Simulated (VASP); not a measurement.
Wanted: the native input for a VASP 6.6.1 run.

```yaml
Task: single point
Functional: HSE06
Potentials_or_basis: VASP PAW PBE potentials, release 64 (Rb_sv, Br)
Cutoff: 520 eV
k_mesh: 4 × 4 × 4
Occupations: gaussian, width 0.01 eV
Spin: no spin polarisation
Dipole_correction: no
Grid_for_exact_exchange_PRECFOCK: Normal
Further_INCAR_settings: ALGO = Normal; EDIFF = 1e-06; NBANDS = 15
Share_of_exact_exchange: 0.25
Screening_parameter: 0.2079 1/Å
```

Crystal: RbBr.

```
Rb Br
1.0
     4.12425    0.00000    0.00000
     0.00000    4.12425    0.00000
     0.00000    0.00000    4.12425
Rb Br
1 1
Direct
  0.00000 0.00000 0.00000
  0.50000 0.50000 0.50000
```

The input as run:

POSCAR

```
RbBr
1.0
    4.1242529966      0.0000000000      0.0000000000
    0.0000000000      4.1242529966      0.0000000000
    0.0000000000      0.0000000000      4.1242529966
Rb Br
1 1
Direct
    0.0000000000      0.0000000000      0.0000000000
    0.5000000000      0.5000000000      0.5000000000
```

INCAR.step1

```
  PREC = Accurate
  ENCUT = 520
  EDIFF = 1E-5
  ISMEAR = 0
  SIGMA = 0.01
  LREAL = F
  LASPH = T
  NELM = 60
  ALGO = Normal
  ISIF = 2
  LWAVE = T
  LCHARG = F
  NBANDS = 15
  GGA = PE
```

INCAR.step2

```
  PREC = Accurate
  ENCUT = 520
  EDIFF = 1E-6
  ISMEAR = 0
  SIGMA = 0.01
  LREAL = F
  LASPH = T
  NELM = 60
  ALGO = Normal
  ISIF = 2
  LWAVE = F
  LCHARG = F
  GGA = PE
  LHFCALC = T
  HFSCREEN = 0.2079
  PRECFOCK = Normal
  NBANDS = 15
  ISTART = 1
```

KPOINTS

```
regular mesh
0
Gamma
  4 4 4
```

Potentials or basis: VASP PAW PBE potentials, release 64 (Rb_sv, Br).

Run with:

```console
$ cat potpaw_PBE.64/Rb_sv/POTCAR potpaw_PBE.64/Br/POTCAR > POTCAR
$ cp INCAR.step1 INCAR
$ mpirun -np 1 vasp_std > vasp.out
$ cp INCAR.step2 INCAR
$ mpirun -np 1 vasp_std > vasp.out
```

It gave:

- Pressure: 0.5 GPa
- Band gap on the k mesh: 5.27 eV (least direct gap 5.43 eV)

Caveat: the PAW data sets were made with another functional, which shifts forces and pressure a little.

It took 7.2 min on 1 thread of Intel Xeon 8259CL (shared host), peak memory 0.29 GiB.
